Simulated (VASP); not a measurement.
## Ga: single point with revPBE

Ga:

```xyz
1
Lattice="-1.3844 1.3844 2.3112 1.3844 -1.3844 2.3112 1.3844 1.3844 -2.3112" Properties=species:S:1:pos:R:3 pbc="T T T"
Ga    0.0000    0.0000    0.0000
```

```yaml
Program: VASP 6.6.1
Task: single point
Functional: revPBE
Potentials_or_basis: VASP PAW PBE potentials, release 64 (Ga_d)
Cutoff: 500 eV
k_mesh: 13 × 13 × 13
Occupations: gaussian, width 0.1 eV
Spin: non-collinear spin, zero start, spin-orbit coupling
Starting_moments: "[[0.0, 0.0, 0.0]] μB"
```

| Quantity | Value |
| --- | --- |
| Pressure | 5.0 GPa |
| Net moment | 0.00 μB per cell |
| Valence electrons inside the program's atomic spheres | Ga 11.56 |

Stress tensor (GPa, compression positive):
```
5.25 0.00 0.00
0.00 5.25 0.00
0.00 0.00 4.58
```

Moments on the atoms (μB; x, y, z):
```
Ga  0.00 0.00 0.00
```

Wall time 100 s on 1 thread of AMD EPYC 9R45 (Zen 5) (shared host), peak memory 0.23 GiB.

Caveat: the cell stands under pressure; the PAW data sets were made with another functional, which shifts forces and pressure a little.
